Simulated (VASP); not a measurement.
# LiH (Fm-3m) in VASP: a series of runs

LiH is run at these levels: revPBE, BLYP, HSE06; tasks: density of states, G0W0 quasiparticle levels.

Everything below comes from runs of VASP 6.6.1. Logs are shortened: lines on timing, memory, paths and dates and some standing lists are left out, and cuts for length are marked.

## 1. The cell of the first run

The structure is cubic, space group Fm-3m (No. 225). The conventional cell has a = 4.074 Å, b = 4.074 Å, c = 4.074 Å, α = 90.00°, β = 90.00°, γ = 90.00°. Within 2.7 Å of Li (site symmetry m-3m) lie 6 H at 2.04 Å. H (site symmetry m-3m) has 6 Li at 2.04 Å within 2.7 Å.

## 2. Density of states, revPBE

File POSCAR:

```
LiH
1.0
    0.0000000000      2.0367500000      2.0367500000
    2.0367500000      0.0000000000      2.0367500000
    2.0367500000      2.0367500000      0.0000000000
Li H
1 1
Direct
    0.0000000000      0.0000000000      0.0000000000
    0.5000000000      0.5000000000      0.5000000000
```

File INCAR.step1:

```
ALGO     = Normal         # electronic algorithm
EDIFF    = 1E-6           # SCF threshold, eV
ENCUT    = 520            # plane-wave cutoff, eV
GGA      = RE             # functional
ISIF     = 2              # what is computed and relaxed
ISMEAR   = -1             # smearing method
LASPH    = T              # aspherical terms in the spheres
LCHARG   = T              # write CHGCAR
LREAL    = F              # projectors in reciprocal space
LWAVE    = F              # write WAVECAR
NBANDS   = 9              # bands
NELM     = 80             # most SCF steps
PREC     = Accurate       # precision mode
SIGMA    = 0.05           # smearing width, eV
```

File KPOINTS.step1:

```
k-points
0
Gamma
  6 6 6
```

File INCAR.step2:

```
ALGO     = Normal         # electronic algorithm
EDIFF    = 1E-6           # SCF threshold, eV
ENCUT    = 520            # plane-wave cutoff, eV
GGA      = RE             # functional
ICHARG   = 11             # starting density
ISIF     = 2              # what is computed and relaxed
ISMEAR   = -5             # smearing method
LASPH    = T              # aspherical terms in the spheres
LCHARG   = F              # write CHGCAR
LORBIT   = 10             # projections on sites
LREAL    = F              # projectors in reciprocal space
LWAVE    = F              # write WAVECAR
NEDOS    = 2001           # points of the DOS
NELM     = 80             # most SCF steps
PREC     = Accurate       # precision mode
SIGMA    = 0.05           # smearing width, eV
```

File KPOINTS.step2:

```
k-points
0
Gamma
  9 9 9
```

Potentials or basis: VASP PAW PBE potentials, release 64 (Li_sv, H).

Started as:

```console
$ cat potpaw_PBE.64/Li_sv/POTCAR potpaw_PBE.64/H/POTCAR > POTCAR
$ cp INCAR.step1 INCAR
$ cp KPOINTS.step1 KPOINTS
$ mpirun -np 1 vasp_std > vasp.out
$ cp INCAR.step2 INCAR
$ cp KPOINTS.step2 KPOINTS
$ mpirun -np 1 vasp_std > vasp.out
```

OUTCAR:

```text
EDIFF = 1E-6
   ENCUT = 520
   GGA = RE
   ICHARG = 11
   ISIF = 2
   ISMEAR = -5
   LASPH = T
   LORBIT = 10
   LREAL = F
   NELM = 80
   PREC = Accurate

 ion  position               nearest neighbor table
   1  0.000  0.000  0.000-
   2  0.500  0.500  0.500-

  LATTYP: Found a face centered cubic cell.
 ALAT       =     4.0735000000

  Lattice vectors:

 A1 = (   0.0000000000,   2.0367500000,   2.0367500000)
 A2 = (   2.0367500000,   0.0000000000,   2.0367500000)
 A3 = (   2.0367500000,   2.0367500000,   0.0000000000)

Analysis of symmetry for initial positions (statically):
=====================================================================
 Subroutine PRICEL returns:
 Original cell was already a primitive cell.

 Routine SETGRP: Setting up the symmetry group for a
 face centered cubic supercell.

 Subroutine GETGRP returns: Found 48 space group operations
 (whereof 48 operations were pure point group operations)
 out of a pool of 48 trial point group operations.

The static configuration has the point symmetry O_h .

Analysis of symmetry for dynamics (positions and initial velocities):
=====================================================================
 Subroutine PRICEL returns:
 Original cell was already a primitive cell.

 Routine SETGRP: Setting up the symmetry group for a
 face centered cubic supercell.

 Subroutine GETGRP returns: Found 48 space group operations
 (whereof 48 operations were pure point group operations)
 out of a pool of 48 trial point group operations.

The dynamic configuration has the point symmetry O_h .

 Subroutine INISYM returns: Found 48 space group operations
 (whereof 48 operations are pure point group operations),
 and found     1 'primitive' translations

----------------------------------------------------------------------------------------

                                     Primitive cell

  volume of cell :      16.8983

  direct lattice vectors                    reciprocal lattice vectors
     0.000000000  2.036750000  2.036750000    -0.245489137  0.245489137  0.245489137
     2.036750000  0.000000000  2.036750000     0.245489137 -0.245489137  0.245489137
     2.036750000  2.036750000  0.000000000     0.245489137  0.245489137 -0.245489137

  length of vectors
     2.880399473  2.880399473  2.880399473     0.425199658  0.425199658  0.425199658

  position of ions in fractional coordinates (direct lattice)
     0.000000000  0.000000000  0.000000000
     0.500000000  0.500000000  0.500000000

  ion indices of the primitive-cell ions
   primitive index   ion index
                 1           1
                 2           2

----------------------------------------------------------------------------------------

 KPOINTS: k-points

Automatic generation of k-mesh.
 Grid dimensions read from file:
 generate k-points for:    9    9    9

 Generating k-lattice:

  Cartesian coordinates                     Fractional coordinates (reciprocal lattice)
    -0.027276571  0.027276571  0.027276571     0.111111111  0.000000000  0.000000000
     0.027276571 -0.027276571  0.027276571     0.000000000  0.111111111  0.000000000
     0.027276571  0.027276571 -0.027276571     0.000000000  0.000000000  0.111111111

  Length of vectors
     0.047244406  0.047244406  0.047244406

  Shift w.r.t. Gamma in fractional coordinates (k-lattice)
     0.000000000  0.000000000  0.000000000

 TETIRR: Found    115 inequivalent tetrahedra from     4374

 Subroutine IBZKPT returns following result:
 ===========================================

 Found     35 irreducible k-points:

 Following reciprocal coordinates:
            Coordinates               Weight
  0.000000  0.000000  0.000000      1.000000
  0.111111  0.000000  0.000000      8.000000
  0.222222  0.000000  0.000000      8.000000
  0.333333  0.000000  0.000000      8.000000
  0.444444  0.000000  0.000000      8.000000
  0.111111  0.111111  0.000000      6.000000
[... 16 lines left out ...]
 -0.333333  0.333333  0.000000     12.000000
  0.444444  0.444444  0.000000      6.000000
 [... further k-points ...]
   k-points           NKPTS =     35   k-points in BZ     NKDIM =     35   number of bands    NBANDS=      6
   number of dos      NEDOS =   2001   number of ions     NIONS =      2
   total plane-waves  NPLWV =  13824
   dimension x,y,z NGX =    24 NGY =   24 NGZ =   24
   dimension x,y,z NGXF=    48 NGYF=   48 NGZF=   48
   ions per type =               1   1
   NGX,Y,Z   is equivalent  to a cutoff of  13.85, 13.85, 13.85 a.u.
   NGXF,Y,Z  is equivalent  to a cutoff of  27.70, 27.70, 27.70 a.u.
 SYSTEM =  unknown system
   PREC   = accura    normal or accurate (medium, high low for compatibility)
   ISTART =      0    job   : 0-new  1-cont  2-samecut
   ICHARG =     11    charge: 1-file 2-atom 10-const
   ISPIN  =      1    spin polarized calculation?
   LNONCOLLINEAR =      F non collinear calculations
   LSORBIT =      F    spin-orbit coupling
   LASPH  =      T    aspherical Exc in radial PAW
   ENCUT  =  520.0 eV  38.22 Ry    6.18 a.u.   5.36  5.36  5.36*2*pi/ulx,y,z
   NELM   =     80;   NELMIN=  2; NELMDL=  0     # of ELM steps
   EDIFF  = 0.1E-05   stopping-criterion for ELM
   LREAL  =      F    real-space projection
   EDIFFG = 0.1E-04   stopping-criterion for IOM
   NSW    =      0    number of steps for IOM
   IBRION =     -1    ionic relax: 0-MD 1-quasi-New 2-CG
   NFREE  =      0    steps in history (QN), initial steepest desc. (CG)
   ISIF   =      2    stress and relaxation
   ISYM   =      2    0-nonsym 1-usesym 2-fastsym
   POTIM  = 0.5000    time-step for ionic-motion
   TEBEG  =    0.0;   TEEND  =   0.0 temperature during run
   PSTRESS=    0.0 pullay stress
   NELECT =       4.0000    total number of electrons
   NUPDOWN=      -1.0000    fix difference up-down
   EMIN   =  10.00;   EMAX   =-10.00  energy-range for DOS
   EFERMI =   0.00;   METHOD = LEGACY
   ISMEAR =    -5;   SIGMA  =   0.05  broadening in eV -4-tet -1-fermi 0-gaus
   EFERMI_NEDOS =   21; number of points for ismear=-14 and -15
   IALGO  =     38    algorithm
   IMIX   =      4    mixing-type and parameters
     AMIX     =   0.40;   BMIX     =  1.00
     AMIX_MAG =   1.60;   BMIX_MAG =  1.00
  volume/ion in A,a.u.               =       8.45        57.02
  Fermi-wavevector in a.u.,A,eV,Ry     =   1.012699  1.913724 13.953585  1.025560
  Thomas-Fermi vector in A             =   2.145824
   LORBIT       =     10    0 simple, 1 ext, 2 COOP (PROOUT), +10 PAW based schemes
   GGA     = RE    functional components
   LHFCALC =     F    Hartree Fock is set to
   AEXX    =    0.0000 exact exchange contribution
   IVDW    =     0    specifies the selected vdW correction
   LEPSILON=     F    determine dielectric tensor
   LRPA    =     F    only Hartree local field effects (RPA)
 non-spin polarized calculation
 Fermi weights with tetrahedron method with Bloechl corrections
  energy-cutoff  :      520.00
  volume of cell :       16.90
 maximum number of plane-waves:       469
 NGX is ok and might be reduce to    24

 number of electron       3.9999999 magnetization

 Free energy of the ion-electron system (eV)
  ---------------------------------------------------
  ext. energy  EPLUGINS =         0.00000000
  ---------------------------------------------------
  free energy    TOTEN  =        -6.00864311 eV

  energy without entropy =       -6.00864311  energy(sigma->0) =       -6.00864311

 E-fermi :  -0.1285     XC(G=0):  -8.2001

 val. band max:       -0.1469825126   @ k =  -0.4444   0.4444   0.0000
 cond. band min:       3.2838587332   @ k =  -0.4444   0.4444   0.0000
 fundamental gap:      3.4308412458
 Fermi energy:        -0.1284871636

 k-point     1 :       0.0000    0.0000    0.0000
  band No.  band energies     occupation
      1     -44.5591      2.00000
      2      -5.2935      2.00000
      3      15.4329      0.00000
      4      17.5816      0.00000
      5      17.5816      0.00000
      6      17.5816      0.00000

 k-point     2 :       0.1111    0.0000    0.0000
  band No.  band energies     occupation
      1     -44.5548      2.00000
      2      -5.0791      2.00000
      3      13.8379      0.00000
      4      16.3111      0.00000
      5      17.1272      0.00000
      6      17.1272      0.00000

 k-point     3 :       0.2222    0.0000    0.0000
  band No.  band energies     occupation
      1     -44.5438      2.00000
      2      -4.4564      2.00000
      3      10.3540      0.00000
      4      14.9059      0.00000
      5      16.4767      0.00000
      6      16.4767      0.00000

 k-point     4 :       0.3333    0.0000    0.0000
  band No.  band energies     occupation
      1     -44.5313      2.00000
      2      -3.5316      2.00000
      3       7.1588      0.00000
      4      13.8765      0.00000
      5      16.1788      0.00000
      6      16.1788      0.00000

 k-point     5 :       0.4444    0.0000    0.0000
  band No.  band energies     occupation
      1     -44.5230      2.00000
      2      -2.6803      2.00000
      3       5.1238      0.00000
      4      13.3265      0.00000
      5      16.2303      0.00000
      6      16.2303      0.00000

 k-point     6 :       0.1111    0.1111    0.0000
  band No.  band energies     occupation
      1     -44.5533      2.00000
      2      -5.0037      2.00000
      3      14.0261      0.00000
      4      15.7103      0.00000
      5      15.7103      0.00000
      6      18.4002      0.00000

 k-point     7 :       0.2222    0.1111    0.0000
  band No.  band energies     occupation
      1     -44.5446      2.00000
      2      -4.5040      2.00000
      3      11.4979      0.00000
      4      14.1007      0.00000
      5      14.6604      0.00000
      6      17.9645      0.00000

 k-point     8 :       0.3333    0.1111    0.0000
  band No.  band energies     occupation
      1     -44.5325      2.00000
      2      -3.6447      2.00000
      3       8.1824      0.00000
      4      12.7746      0.00000
      5      14.1707      0.00000
      6      17.0100      0.00000
[... 91 lines left out ...]
 k-point    19 :      -0.2222    0.2222    0.0000
  band No.  band energies     occupation
      1     -44.5267      2.00000
      2      -3.1100      2.00000
      3       8.5204      0.00000
      4       8.7279      0.00000
      5      15.5483      0.00000
      6      15.9666      0.00000

 k-point    20 :       0.3333    0.3333    0.0000
  band No.  band energies     occupation
      1     -44.5223      2.00000
      2      -2.5977      2.00000
      3       7.1750      0.00000
      4      11.6412      0.00000
      5      11.6412      0.00000
      6      14.6963      0.00000

 k-point    21 :       0.4444    0.3333    0.0000
  band No.  band energies     occupation
      1     -44.5157      2.00000
      2      -1.5776      2.00000
      3       5.3713      0.00000
      4       9.7386      0.00000
      5      11.3241      0.00000
      6      15.6956      0.00000

 k-point    22 :      -0.4444    0.3333    0.0000
  band No.  band energies     occupation
      1     -44.5120      2.00000
      2      -0.7618      2.00000
      3       4.3567      0.00000
      4       7.8995      0.00000
      5      11.6550      0.00000
      6      15.8293      0.00000

 k-point    23 :      -0.3333    0.3333    0.0000
  band No.  band energies     occupation
      1     -44.5131      2.00000
      2      -1.0812      2.00000
      3       5.0398      0.00000
      4       7.1132      0.00000
      5      12.6302      0.00000
      6      15.5802      0.00000

 k-point    24 :       0.4444    0.4444    0.0000
  band No.  band energies     occupation
      1     -44.5119      2.00000
      2      -0.6359      2.00000
      3       3.7980      0.00000
      4      10.7844      0.00000
      5      10.7844      0.00000
      6      13.8043      0.00000

 [... further k-points ...]

------------------------ aborting loop because EDIFF is reached ----------------------------------------

  FORCE on cell =-STRESS in cart. coord.  units (eV):
  Direction    XX          YY          ZZ          XY          YZ          ZX
  --------------------------------------------------------------------------------------
  -------------------------------------------------------------------------------------
  Total       -0.0531858     -0.0531858     -0.0531858     -0.0000000     -0.0000000      0.0000000
  in kB       -5.0427011     -5.0427011     -5.0427011     -0.0000000     -0.0000000      0.0000000
  external PRESSURE =      -5.0427011 kB  Pullay stress =       0.0000000 kB

 VOLUME and BASIS-vectors are now :
 -----------------------------------------------------------------------------
  energy-cutoff  :      520.00
  volume of cell :       16.90
      direct lattice vectors                 reciprocal lattice vectors
     0.000000000  2.036750000  2.036750000    -0.245489137  0.245489137  0.245489137
     2.036750000  0.000000000  2.036750000     0.245489137 -0.245489137  0.245489137
     2.036750000  2.036750000  0.000000000     0.245489137  0.245489137 -0.245489137

 POSITION                                       TOTAL-FORCE (eV/Angst)
 -----------------------------------------------------------------------------------
      0.00000      0.00000      0.00000         0.000000      0.000000      0.000000
      2.03675      2.03675      2.03675        -0.000000     -0.000000     -0.000000
 -----------------------------------------------------------------------------------
    total drift:                                0.000000     -0.000000     -0.000000

  FREE ENERGIE OF THE ION-ELECTRON SYSTEM (eV)
  ---------------------------------------------------
  free  energy   TOTEN  =        -6.0086431114 eV

  energy  without entropy=       -6.0086431114  energy(sigma->0) =       -6.00864311

 total charge

# of ion       s       p       d       tot
------------------------------------------
    1        2.018   0.051   0.000   2.069
    2        0.545   0.002   0.000   0.547
--------------------------------------------------
tot          2.563   0.052   0.000   2.615
```

Wall time 3 s (1 thread of Intel Xeon 6975P-C (Granite Rapids), shared host); peak memory 0.13 GiB.

Results:

```yaml
Valence_electrons_inside_the_program's_atomic_spheres: Li 2.07; H 0.55
```

Caveat: the k points lie up to 0.45 Å⁻¹ apart; the cutoff is under 1.25 times the usual one of these potentials, so pressure, stress and relaxed cells hold a basis-set (Pulay) error; the PAW data sets were made with another functional, which shifts forces and pressure a little.

## 3. Density of states, BLYP

POSCAR is that of step 2.

File INCAR.step1:

```
PREC = Accurate ; ENCUT = 520
EDIFF = 1E-6 ; ISMEAR = -1
SIGMA = 0.05 ; LREAL = False
LASPH = True ; NELM = 60
ALGO = Normal ; ISIF = 2
LWAVE = False ; LCHARG = True
GGA = B5 ; ALDAX = 1.0
AGGAX = 1.0 ; AGGAC = 1.0
ALDAC = 0.0 ; NBANDS = 9
```

File KPOINTS.step1:

```
Automatic mesh
0
Gamma
  6 6 6
```

File INCAR.step2:

```
PREC = Accurate ; ENCUT = 520
EDIFF = 1E-6 ; ISMEAR = -5
SIGMA = 0.05 ; LREAL = False
LASPH = True ; NELM = 60
ALGO = Normal ; ISIF = 2
LWAVE = False ; LCHARG = False
GGA = B5 ; ALDAX = 1.0
AGGAX = 1.0 ; AGGAC = 1.0
ALDAC = 0.0 ; LORBIT = 10
NBANDS = 9 ; NEDOS = 2001
ICHARG = 11
```

File KPOINTS.step2:

```
Automatic mesh
0
Gamma
  9 9 9
```

Potentials or basis: VASP PAW PBE potentials, release 64 (Li_sv, H).

Started as:

```console
$ cat potpaw_PBE.64/Li_sv/POTCAR potpaw_PBE.64/H/POTCAR > POTCAR
$ cp INCAR.step1 INCAR
$ cp KPOINTS.step1 KPOINTS
$ mpirun -np 1 vasp_std > vasp.out
$ cp INCAR.step2 INCAR
$ cp KPOINTS.step2 KPOINTS
$ mpirun -np 1 vasp_std > vasp.out
```

It took 6.3 s on 1 thread of Intel Xeon 6975P-C (Granite Rapids), shared host; peak memory 0.12 GiB.

It converged, with:

| Quantity | Value |
| --- | --- |
| Valence electrons inside the program's atomic spheres | Li 2.07; H 0.56 |

Levels at points of the mesh, in eV from the valence-band top:
| k point | band 1 | band 2 | band 3 | band 4 | band 5 | band 6 | band 7 |
| --- | --- | --- | --- | --- | --- | --- | --- |
| (0.00, 0.00, 0.00) | -44.82 | -4.97 | 15.75 | 17.47 | 17.47 | 17.47 | 22.59 |

Caveat: the k points lie up to 0.45 Å⁻¹ apart; the cutoff is under 1.25 times the usual one of these potentials, so pressure, stress and relaxed cells hold a basis-set (Pulay) error; the PAW data sets were made with another functional, which shifts forces and pressure a little.

(Continued in part 2 of 2.)
